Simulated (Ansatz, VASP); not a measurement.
Given: the input of a run of VASP 6.6.1 on SrO.

Contents of INCAR:

```
PREC = Accurate
ENCUT = 520
EDIFF = 1E-7
ISMEAR = -1
SIGMA = 0.05
LREAL = False
LASPH = True
NELM = 60
ALGO = Normal
ISIF = 2
LWAVE = False
LCHARG = False
GGA = PE
NBANDS = 24
```

File KPOINTS:

```
regular mesh
0
Gamma
  9 9 5
```

File POSCAR:

```
SrO
1.0
    3.5294398006      0.0000000000      0.0000000000
   -1.7647199003      3.0565845284      0.0000000000
    0.0000000000      0.0000000000      6.1755758504
Sr O
2 2
Direct
    0.6666666667      0.3333333333      0.7500000000
    0.3333333333      0.6666666667      0.2500000000
    0.0000000000      0.0000000000      0.5000000000
    0.0000000000      0.0000000000      0.0000000000
```

Potentials or basis: VASP PAW PBE potentials, release 64 (Sr_sv, O).

Launch:

```bash
$ cat potpaw_PBE.64/Sr_sv/POTCAR potpaw_PBE.64/O/POTCAR > POTCAR
$ mpirun -np 1 vasp_std > vasp.out
```

Translate it to Ansatz 0.2.0. Potentials there: all-electron LAPW, scalar-relativistic.

As run (the cutoff follows the program's own potentials):

Contents of input.yaml:

```yaml
crystal:
  lattice:
    - [3.5294398006, 0.0, 0.0]
    - [-1.7647199003, 3.0565845284, 0.0]
    - [0.0, 0.0, 6.1755758504]
  atoms:
    - { symbol: Sr, position: [0.6666666667, 0.3333333333, 0.75] }
    - { symbol: Sr, position: [0.3333333333, 0.6666666667, 0.25] }
    - { symbol: O, position: [0.0, 0.0, 0.5] }
    - { symbol: O, position: [0.0, 0.0, 0.0] }
kpoints:
  mp_grid: { grid: [9, 9, 5] }
scf:
  occupations: { method: fermi_dirac, width: 0.05 }
hamiltonian:
  xc: pbe
  pseudopotentials: { kind: all_electron, lapw: { basis_error: 0.001 } }
output:
  forces: true
  stress: true
  eigenvalues: true
```

Potentials or basis: all-electron LAPW, scalar-relativistic.

The run is started by

```sh
$ ansatz run input.yaml --threads 2 --pin off --max-ram 6144MiB --backend cpu --events-out ev --progress --plain --runs-dir out
```

Both were run:

|  | VASP | Ansatz | Ansatz less VASP |
| --- | --- | --- | --- |
| gap on the k mesh at the Fermi level (eV) | 3.09 | 3.13 | +0.036 |
| least direct gap on the mesh (eV) | 3.20 | 3.20 | +0.004 |
| pressure (GPa) | 3.9 | 3.3 | -0.62 |

Ansatz ran all-electron here, and VASP with PAW potentials.
